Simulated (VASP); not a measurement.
A run of VASP 6.6.1 is set up as follows.

POSCAR

```
SnSe2
1.0
    6.5024438821      0.0000000000      0.0000000000
    0.0000000000      6.5024438821      0.0000000000
    0.0000000000      0.0000000000      3.9541951906
Sn Se
2 4
Direct
    0.0000000000      0.0000000000      0.0000000000
    0.5000000000      0.5000000000      0.5000000000
    0.3072983668      0.3072983668      0.0000000000
    0.1927016332      0.8072983668      0.5000000000
    0.8072983668      0.1927016332      0.5000000000
    0.6927016332      0.6927016332      0.0000000000
```

The input INCAR.step1:

```
ALGO = Normal
EDIFF = 1E-5
ENCUT = 520
GGA = PE
ISIF = 2
ISMEAR = 0
LASPH = T
LCHARG = F
LREAL = F
LWAVE = T
NBANDS = 35
NELM = 60
PREC = Accurate
SIGMA = 0.01
```

The input INCAR.step2:

```
AEXX = 0.25
ALGO = Normal
EDIFF = 1E-7
ENCUT = 520
GGA = PE
ISIF = 2
ISMEAR = 0
ISTART = 1
LASPH = T
LCHARG = F
LHFCALC = T
LREAL = F
LWAVE = F
NBANDS = 35
NELM = 60
PREC = Accurate
PRECFOCK = Fast
SIGMA = 0.01
```

File KPOINTS:

```
k-points
0
Gamma
  2 2 4
```

Potentials or basis: VASP PAW PBE potentials, release 64 (Sn_d, Se).

Launch:

```sh
$ cat potpaw_PBE.64/Sn_d/POTCAR potpaw_PBE.64/Se/POTCAR > POTCAR
$ cp INCAR.step1 INCAR
$ mpirun -np 1 vasp_std > vasp.out
$ cp INCAR.step2 INCAR
$ mpirun -np 1 vasp_std > vasp.out
```

Problem. Predict the largest force.

Solution. 0.114 eV/Å.

Problem. Estimate the pressure.

Solution. -0.9 GPa.

Problem. What does it give for the band gap on the k mesh?

Solution. 1.14 eV (least direct gap 1.41 eV).

Forces in eV/Å, atoms in the order of the input:
```
Sn   0.000  0.000  0.000
Sn   0.000  0.000  0.000
Se   0.080  0.080  0.000
Se  -0.080  0.080  0.000
Se   0.080 -0.080  0.000
Se  -0.080 -0.080  0.000
```

Caveat: the k points lie up to 0.48 Å⁻¹ apart; the structure was generated, so it needn't be the stable form of SnSe2; the PAW data sets were made with another functional, which shifts forces and pressure a little; spin-orbit coupling is left out, which moves the levels of the heavy elements. A k mesh can miss the band edges.
